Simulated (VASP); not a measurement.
# HfN (I4/mmm) in VASP: notebook

HfN is run at these levels: PBE; tasks: single point.

Everything below comes from runs of VASP 6.6.1. Logs are shortened: lines on timing, memory, paths and dates and some standing lists are left out, and cuts for length are marked.

### Step 1. The cell of the first run

It takes space group I4/mmm (No. 139, tetragonal). Conventional cell: a = 3.243 Å, b = 3.243 Å, c = 4.450 Å, α = 90.00°, β = 90.00°, γ = 90.00°. Within 2.9 Å of Hf (site symmetry 4/mmm) lie 6 N at 2.23 to 2.29 Å. Within 2.9 Å of N (site symmetry 4/mmm) lie 6 Hf at 2.23 to 2.29 Å.

### Step 2. Single point, PBE (strain +0.015 along x and y, -0.015 along z)

Input file INCAR:

```
ALGO = Normal
EDIFF = 1E-6
ENCUT = 520
GGA = PE
ISIF = 2
ISMEAR = 0
LASPH = T
LCHARG = T
LELF = T
LREAL = F
LVHAR = T
LWAVE = F
NBANDS = 14
NELM = 60
PREC = Accurate
SIGMA = 0.15
```

Input file KPOINTS:

```
k-points
0
Gamma
  18 18 18
```

Input file POSCAR:

```
HfN
1.0
    0.0000000000      2.2928850000      2.2251150000
    2.2928850000      0.0000000000      2.2251150000
    2.2928850000      2.2928850000      0.0000000000
Hf N
1 1
Direct
    0.0000000000      0.0000000000      0.0000000000
    0.5000000000      0.5000000000      0.5000000000
```

Potentials or basis: VASP PAW PBE potentials, release 64 (Hf_pv, N).

On the command line:

```bash
cat potpaw_PBE.64/Hf_pv/POTCAR potpaw_PBE.64/N/POTCAR > POTCAR
mpirun -np 1 vasp_std > vasp.out
```

OUTCAR:

```text
EDIFF = 1E-6
   ENCUT = 520
   GGA = PE
   ISIF = 2
   ISMEAR = 0
   LASPH = T
   LREAL = F
   NELM = 60
   PREC = Accurate

 ion  position               nearest neighbor table
   1  0.000  0.000  0.000-   2 2.23   2 2.23   2 2.29   2 2.29   2 2.29   2 2.29
   2  0.500  0.500  0.500-   1 2.23   1 2.23   1 2.29   1 2.29   1 2.29   1 2.29

  LATTYP: Found a body centered tetragonal cell.
 ALAT       =     3.2426290640
 C/A-ratio  =     1.3724141467

  Lattice vectors:

 A1 = (   0.0000000000,  -2.2928850000,  -2.2251150000)
 A2 = (   0.0000000000,   2.2928850000,  -2.2251150000)
 A3 = (   2.2928850000,   0.0000000000,   2.2251150000)

Analysis of symmetry for initial positions (statically):
=====================================================================
 Subroutine PRICEL returns:
 Original cell was already a primitive cell.

 Routine SETGRP: Setting up the symmetry group for a
 body centered tetragonal supercell.

 Subroutine GETGRP returns: Found 16 space group operations
 (whereof 16 operations were pure point group operations)
 out of a pool of 16 trial point group operations.

The static configuration has the point symmetry D_4h.

Analysis of symmetry for dynamics (positions and initial velocities):
=====================================================================
 Subroutine PRICEL returns:
 Original cell was already a primitive cell.

 Routine SETGRP: Setting up the symmetry group for a
 body centered tetragonal supercell.

 Subroutine GETGRP returns: Found 16 space group operations
 (whereof 16 operations were pure point group operations)
 out of a pool of 16 trial point group operations.

The dynamic configuration has the point symmetry D_4h.

 Subroutine INISYM returns: Found 16 space group operations
 (whereof 16 operations are pure point group operations),
 and found     1 'primitive' translations

----------------------------------------------------------------------------------------

                                     Primitive cell

  volume of cell :      23.3963

  direct lattice vectors                    reciprocal lattice vectors
     0.000000000  2.292885000  2.225115000    -0.218065886  0.218065886  0.224707487
     2.292885000  0.000000000  2.225115000     0.218065886 -0.218065886  0.224707487
     2.292885000  2.292885000  0.000000000     0.218065886  0.218065886 -0.224707487

  length of vectors
     3.195067822  3.195067822  3.242629064     0.381574261  0.381574261  0.381574261

  position of ions in fractional coordinates (direct lattice)
     0.000000000  0.000000000  0.000000000
     0.500000000  0.500000000  0.500000000

  ion indices of the primitive-cell ions
   primitive index   ion index
                 1           1
                 2           2

----------------------------------------------------------------------------------------

 KPOINTS: k-points

Automatic generation of k-mesh.
 Grid dimensions read from file:
 generate k-points for:   18   18   18

 Generating k-lattice:

  Cartesian coordinates                     Fractional coordinates (reciprocal lattice)
    -0.012114771  0.012114771  0.012483749     0.055555556  0.000000000  0.000000000
     0.012114771 -0.012114771  0.012483749     0.000000000  0.055555556  0.000000000
     0.012114771  0.012114771 -0.012483749    -0.000000000 -0.000000000  0.055555556

  Length of vectors
     0.021198570  0.021198570  0.021198570

  Shift w.r.t. Gamma in fractional coordinates (k-lattice)
     0.000000000  0.000000000  0.000000000

 Subroutine IBZKPT returns following result:
 ===========================================

 Found    480 irreducible k-points:

 Following reciprocal coordinates:
            Coordinates               Weight
  0.000000  0.000000  0.000000      1.000000
  0.055556 -0.000000  0.000000      8.000000
  0.111111 -0.000000  0.000000      8.000000
  0.166667 -0.000000  0.000000      8.000000
  0.222222 -0.000000  0.000000      8.000000
  0.277778 -0.000000  0.000000      8.000000
[... 16 lines left out ...]
 -0.277778  0.055556  0.000000      8.000000
 -0.222222  0.055556  0.000000      8.000000
 [... further k-points ...]
   k-points           NKPTS =    480   k-points in BZ     NKDIM =    480   number of bands    NBANDS=     14
   number of dos      NEDOS =    301   number of ions     NIONS =      2
   total plane-waves  NPLWV =  13824
   dimension x,y,z NGX =    24 NGY =   24 NGZ =   24
   dimension x,y,z NGXF=    48 NGYF=   48 NGZF=   48
   ions per type =               1   1
   NGX,Y,Z   is equivalent  to a cutoff of  12.49, 12.49, 12.30 a.u.
   NGXF,Y,Z  is equivalent  to a cutoff of  24.98, 24.98, 24.61 a.u.
 SYSTEM =  unknown system
   PREC   = accura    normal or accurate (medium, high low for compatibility)
   ISTART =      0    job   : 0-new  1-cont  2-samecut
   ICHARG =      2    charge: 1-file 2-atom 10-const
   ISPIN  =      1    spin polarized calculation?
   LNONCOLLINEAR =      F non collinear calculations
   LSORBIT =      F    spin-orbit coupling
   LASPH  =      T    aspherical Exc in radial PAW
   ENCUT  =  520.0 eV  38.22 Ry    6.18 a.u.   5.94  5.94  6.03*2*pi/ulx,y,z
   NELM   =     60;   NELMIN=  2; NELMDL= -5     # of ELM steps
   EDIFF  = 0.1E-05   stopping-criterion for ELM
   LREAL  =      F    real-space projection
   EDIFFG = 0.1E-04   stopping-criterion for IOM
   NSW    =      0    number of steps for IOM
   IBRION =     -1    ionic relax: 0-MD 1-quasi-New 2-CG
   NFREE  =      0    steps in history (QN), initial steepest desc. (CG)
   ISIF   =      2    stress and relaxation
   ISYM   =      2    0-nonsym 1-usesym 2-fastsym
   POTIM  = 0.5000    time-step for ionic-motion
   TEBEG  =    0.0;   TEEND  =   0.0 temperature during run
   PSTRESS=    0.0 pullay stress
   NELECT =      15.0000    total number of electrons
   NUPDOWN=      -1.0000    fix difference up-down
   EMIN   =  10.00;   EMAX   =-10.00  energy-range for DOS
   EFERMI =   0.00;   METHOD = LEGACY
   ISMEAR =     0;   SIGMA  =   0.15  broadening in eV -4-tet -1-fermi 0-gaus
   EFERMI_NEDOS =   21; number of points for ismear=-14 and -15
   IALGO  =     38    algorithm
   IMIX   =      4    mixing-type and parameters
     AMIX     =   0.40;   BMIX     =  1.00
     AMIX_MAG =   1.60;   BMIX_MAG =  1.00
  volume/ion in A,a.u.               =      11.70        78.94
  Fermi-wavevector in a.u.,A,eV,Ry     =   1.411637  2.667606 27.112574  1.992718
  Thomas-Fermi vector in A             =   2.533468
   LORBIT       =      0    0 simple, 1 ext, 2 COOP (PROOUT), +10 PAW based schemes
   GGA     = PE    functional components
   LHFCALC =     F    Hartree Fock is set to
   AEXX    =    0.0000 exact exchange contribution
   IVDW    =     0    specifies the selected vdW correction
   LEPSILON=     F    determine dielectric tensor
   LRPA    =     F    only Hartree local field effects (RPA)
 non-spin polarized calculation
 Gauss-broadening in eV      SIGMA  =   0.15
  energy-cutoff  :      520.00
  volume of cell :       23.40
 maximum number of plane-waves:       642
   NGX = 11   NGY = 11   NGZ = 13

 number of electron      15.0000001 magnetization

 Free energy of the ion-electron system (eV)
  ---------------------------------------------------
  ext. energy  EPLUGINS =         0.00000000
  ---------------------------------------------------
  free energy    TOTEN  =       -21.73946015 eV

  energy without entropy =      -21.73270194  energy(sigma->0) =      -21.73608105

 E-fermi :   8.2534     XC(G=0): -12.6538

 val. band max:        8.2392436920   @ k =   0.4444   0.1667   0.0000
 cond. band min:       8.2538871005   @ k =  -0.3889   0.3333   0.1111
 fundamental gap:      0.0146434085
 Fermi energy:         8.2534072844

 k-point     1 :       0.0000    0.0000    0.0000
  band No.  band energies     occupation
      1     -22.9629      2.00000
      2     -22.9629      2.00000
      3     -22.9310      2.00000
      4      -9.1722      2.00000
      5       5.1964      2.00000
      6       5.1964      2.00000
      7       5.3422      2.00000
      8       7.8138      1.99997
      9       7.8138      1.99997
     10       8.1396      1.71688
     11       9.5555      0.00000
     12       9.9680      0.00000
     13      10.7859      0.00000
     14      17.7934      0.00000

 k-point     2 :       0.0556   -0.0000    0.0000
  band No.  band energies     occupation
      1     -22.9869      2.00000
      2     -22.9660      2.00000
      3     -22.9390      2.00000
      4      -9.1026      2.00000
      5       4.8950      2.00000
      6       5.0101      2.00000
      7       5.1327      2.00000
      8       7.9189      1.99839
      9       7.9283      1.99782
     10       8.2212      1.23897
     11       9.8009      0.00000
     12      10.2004      0.00000
     13      11.0204      0.00000
     14      18.0332      0.00000

 k-point     3 :       0.1111   -0.0000    0.0000
  band No.  band energies     occupation
      1     -23.0689      2.00000
      2     -22.9751      2.00000
      3     -22.9482      2.00000
      4      -8.9009      2.00000
      5       4.1478      2.00000
      6       4.5620      2.00000
      7       4.6695      2.00000
      8       8.1273      1.76570
      9       8.2295      1.17829
     10       8.4354      0.08619
     11      10.4424      0.00000
     12      10.8223      0.00000
     13      11.6466      0.00000
     14      18.7100      0.00000

 k-point     4 :       0.1667   -0.0000    0.0000
  band No.  band energies     occupation
      1     -23.1961      2.00000
      2     -22.9888      2.00000
      3     -22.9576      2.00000
      4      -8.5866      2.00000
      5       3.2352      2.00000
      6       4.0218      2.00000
      7       4.1142      2.00000
      8       8.3465      0.38019
      9       8.6722      0.00008
     10       8.8018      0.00000
     11      11.2832      0.00000
     12      11.6884      0.00000
     13      12.5121      0.00000
     14      19.6923      0.00000

 k-point     5 :       0.2222   -0.0000    0.0000
  band No.  band energies     occupation
      1     -23.3481      2.00000
      2     -23.0056      2.00000
      3     -22.9682      2.00000
      4      -8.1891      2.00000
      5       2.3017      2.00000
      6       3.4911      2.00000
      7       3.5656      2.00000
      8       8.6251      0.00046
      9       9.2376      0.00000
     10       9.3064      0.00000
     11      12.1606      0.00000
[... 276 lines left out ...]
 k-point    22 :      -0.3333    0.0556    0.0000
  band No.  band energies     occupation
      1     -23.6775      2.00000
      2     -23.0375      2.00000
      3     -23.0229      2.00000
      4      -7.2013      2.00000
      5       0.4545      2.00000
      6       2.4672      2.00000
      7       2.7597      2.00000
      8       9.5974      0.00000
      9      10.5108      0.00000
     10      11.2569      0.00000
     11      13.6103      0.00000
     12      15.1336      0.00000
     13      15.4632      0.00000
     14      20.2354      0.00000

 k-point    23 :      -0.2778    0.0556    0.0000
  band No.  band energies     occupation
      1     -23.5456      2.00000
      2     -23.0191      2.00000
      3     -23.0143      2.00000
      4      -7.6189      2.00000
      5       1.1375      2.00000
      6       2.7790      2.00000
      7       3.1668      2.00000
      8       9.0305      0.00000
      9       9.7918      0.00000
     10      10.6952      0.00000
     11      13.2971      0.00000
     12      14.1060      0.00000
     13      14.5620      0.00000
     14      20.3860      0.00000

 k-point    24 :      -0.2222    0.0556    0.0000
  band No.  band energies     occupation
      1     -23.3962      2.00000
      2     -23.0019      2.00000
      3     -23.0007      2.00000
      4      -8.0493      2.00000
      5       1.9257      2.00000
      6       3.1861      2.00000
      7       3.6539      2.00000
      8       8.6098      0.00078
      9       9.1343      0.00000
     10      10.0812      0.00000
     11      12.6567      0.00000
     12      13.0901      0.00000
     13      13.5646      0.00000
     14      20.4057      0.00000

 [... further k-points ...]
[... 5 lines left out ...]
  --------------------------------------------------------------------------------------
  -------------------------------------------------------------------------------------
  Total       -0.7611985     -0.7611985      1.3358199      0.0000000      0.0000000     -0.0000000
  in kB      -52.1268536    -52.1268536     91.4769100      0.0000000      0.0000000     -0.0000000
  external PRESSURE =      -4.2589324 kB  Pullay stress =       0.0000000 kB

 VOLUME and BASIS-vectors are now :
 -----------------------------------------------------------------------------
  energy-cutoff  :      520.00
  volume of cell :       23.40
      direct lattice vectors                 reciprocal lattice vectors
     0.000000000  2.292885000  2.225115000    -0.218065886  0.218065886  0.224707487
     2.292885000  0.000000000  2.225115000     0.218065886 -0.218065886  0.224707487
     2.292885000  2.292885000  0.000000000     0.218065886  0.218065886 -0.224707487

 POSITION                                       TOTAL-FORCE (eV/Angst)
 -----------------------------------------------------------------------------------
      0.00000      0.00000      0.00000         0.000000      0.000000      0.000000
      2.29289      2.29289      2.22512        -0.000000     -0.000000     -0.000000
 -----------------------------------------------------------------------------------
    total drift:                                0.000000     -0.000000     -0.000000

  FREE ENERGIE OF THE ION-ELECTRON SYSTEM (eV)
  ---------------------------------------------------
  free  energy   TOTEN  =       -21.7394601521 eV

  energy  without entropy=      -21.7327019405  energy(sigma->0) =      -21.73608105
```

Run time: 39 s. Hardware: 1 thread of Intel Xeon 6975P-C (Granite Rapids), shared host; peak memory 0.27 GiB.

What came out:

```yaml
Free_energy: -21.7395 eV
Pressure: -0.4 GPa
```

Stress tensor (GPa, compression positive):
```
-5.21  0.00  0.00
 0.00 -5.21  0.00
 0.00  0.00  9.15
```

Caveat: the cell differs from its parent crystal (strain +0.015 along x and y, -0.015 along z); spin-orbit coupling is left out, which moves the levels of the heavy elements.

### Step 3. Single point, PBE (strain +0.000 along x and y, +0.030 along z)

Input file INCAR:

```
PREC = Accurate
ENCUT = 520
EDIFF = 1E-6
ISMEAR = 0
SIGMA = 0.15
LREAL = False
LASPH = True
NELM = 60
ALGO = Normal
ISIF = 2
LWAVE = False
LCHARG = False
GGA = PE
NBANDS = 14
```

Input file KPOINTS:

```
regular mesh
0
Gamma
  18 18 18
```

Input file POSCAR:

```
HfN
1.0
    0.0000000000      2.2590000000      2.3267700000
    2.2590000000      0.0000000000      2.3267700000
    2.2590000000      2.2590000000      0.0000000000
Hf N
1 1
Direct
    0.0000000000      0.0000000000      0.0000000000
    0.5000000000      0.5000000000      0.5000000000
```

Potentials or basis: VASP PAW PBE potentials, release 64 (Hf_pv, N).

On the command line:

```bash
cat potpaw_PBE.64/Hf_pv/POTCAR potpaw_PBE.64/N/POTCAR > POTCAR
mpirun -np 1 vasp_std > vasp.out
```

It took 37 s on 1 thread of Intel Xeon 6975P-C (Granite Rapids), shared host; peak memory 0.28 GiB.

It converged, with:

```yaml
Free_energy: -21.7361 eV
Pressure: -4.3 GPa
```

Stress tensor (GPa, compression positive):
```
 -0.31   0.00   0.00
  0.00  -0.31   0.00
  0.00   0.00 -12.33
```

Levels at points of the mesh, in eV from the Fermi level:
| k point | band 5 | band 6 | band 7 | band 8 | band 9 | band 10 | band 11 | band 12 |
| --- | --- | --- | --- | --- | --- | --- | --- | --- |
| (0.00, 0.00, 0.00) | -3.08 | -2.95 | -2.95 | -0.54 | -0.22 | -0.22 | 1.08 | 2.11 |
| (0.50, 0.00, 0.00) | -8.72 | -6.06 | -6.04 | 3.14 | 3.47 | 3.67 | 4.26 | 8.08 |
| (0.50, 0.50, 0.00) | -5.60 | -3.63 | -3.59 | -3.59 | 3.94 | 5.26 | 5.28 | 5.28 |
| (0.50, 0.00, 0.50) | -5.31 | -3.78 | -3.70 | -3.66 | 3.83 | 5.08 | 5.36 | 5.51 |

Caveat: the cell differs from its parent crystal (strain +0.000 along x and y, +0.030 along z); spin-orbit coupling is left out, which moves the levels of the heavy elements.
